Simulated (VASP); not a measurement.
Set up this calculation in VASP 6.6.1, as the native input.

```yaml
Task: electric field gradients
Functional: PBEsol
Potentials_or_basis: VASP PAW PBE potentials, release 64 (Ti_sv)
Cutoff: 520 eV
k_mesh: 17 × 17 × 17
Occupations: fermi-dirac, width 0.08 eV
Spin: no spin polarisation
Dipole_correction: no
Further_INCAR_settings: ALGO = Normal; EDIFF = 1e-08; NBANDS = 12
```

The structure of Ti lies in POSCAR:

```
Ti
1.0
   -1.6355116647      1.6355116647      1.6355116647
    1.6355116647     -1.6355116647      1.6355116647
    1.6355116647      1.6355116647     -1.6355116647
Ti
1
Direct
    0.0000000000      0.0000000000      0.0000000000
```

This cell differs from its parent crystal: volume scaled by 0.99.

One way to write it, as run:

INCAR

```
PREC = Accurate
ENCUT = 520
EDIFF = 1E-8
ISMEAR = -1
SIGMA = 0.08
LREAL = F
LASPH = T
NELM = 60
ALGO = Normal
ISIF = 2
LWAVE = F
LCHARG = F
GGA = PS
LEFG = T
NBANDS = 12
```

KPOINTS

```
Automatic mesh
0
Gamma
  17 17 17
```

Potentials or basis: VASP PAW PBE potentials, release 64 (Ti_sv).

Run with:

```console
$ cat potpaw_PBE.64/Ti_sv/POTCAR > POTCAR
$ mpirun -np 1 vasp_std > vasp.out
```

Results of the run:

```json
{
  "Pressure": "-5.8 GPa",
  "Band gap on the k mesh": "zero (band 6 reaches 8.86 eV, above the bottom of band 7 at 7.24 eV)"
}
```

Caveat: without QUAD_EFG the Cq values of the log hold for a quadrupole moment of 1 mb, not for the nuclei; the PAW data sets were made with another functional, which shifts forces and pressure a little.

It took 42 s on 1 thread of AMD EPYC 7R43 64-Core Processor (Zen 3) (shared host), peak memory 0.12 GiB.
